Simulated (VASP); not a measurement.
Set up this calculation in VASP 6.6.1, as the native input.

```yaml
Task: single point
Functional: PBE
Potentials_or_basis: VASP PAW PBE potentials, release 64 (Pt_sv_GW, O, H)
Cutoff: 520 eV
k_mesh: 1 × 1 × 1
Occupations: gaussian, width 0.01 eV
Spin: no spin polarisation
Dipole_correction: no
Second_run: valence_matched
Further_INCAR_settings: ALGO = Normal; EDIFF = 1e-06; NBANDS = 32; NELMDL = -8
```

The structure of PtO3H6 (Pt(H2O)3) lies in POSCAR:

```
H6PtO3
1.0
   12.9500000000      0.0000000000      0.0000000000
    0.0000000000     13.4900000000      0.0000000000
    0.0000000000      0.0000000000     10.5300000000
Pt O H
1 3 6
Direct
    0.4627768300      0.4974069700      0.4999211800
    0.6470432400      0.5186782800      0.4999211800
    0.3514548300      0.6399621900      0.4999211800
    0.3898339800      0.3335804300      0.4999211800
    0.6525274100      0.4747813200      0.5724928800
    0.6525274100      0.4747813200      0.4273504300
    0.3883135100      0.6664707200      0.5724928800
    0.3883135100      0.6664707200      0.4273504300
    0.3474903500      0.3509696100      0.5724928800
    0.3474903500      0.3509696100      0.4273504300
```

One way to write it, as run:

INCAR

```
PREC = Accurate ; ENCUT = 520
EDIFF = 1E-6 ; ISMEAR = 0
SIGMA = 0.01 ; LREAL = False
LASPH = True ; NELM = 120
ALGO = Normal ; ISIF = 2
LWAVE = False ; LCHARG = False
GGA = PE ; NBANDS = 32
GGA_COMPAT = False ; NELMDL = -8
```

KPOINTS

```
regular mesh
0
Gamma
  1 1 1
```

Potentials or basis: VASP PAW PBE potentials, release 64 (Pt_sv_GW, O, H).

The run is started by

```console
$ cat potpaw_PBE.64/Pt_sv_GW/POTCAR potpaw_PBE.64/O/POTCAR potpaw_PBE.64/H/POTCAR > POTCAR
$ mpirun -np 1 vasp_gam > vasp.out
```

It gave:

```yaml
Largest_force: 0.380 eV/Å
Gap_between_the_frontier_levels: 0.87 eV
```

Caveat: spin-orbit coupling is left out, which moves the levels of the heavy elements.

Run time: 2.6 min on 1 thread of Intel(R) Xeon(R) Platinum 8488C (Sapphire Rapids), on a shared host, peak memory 1.3 GiB.
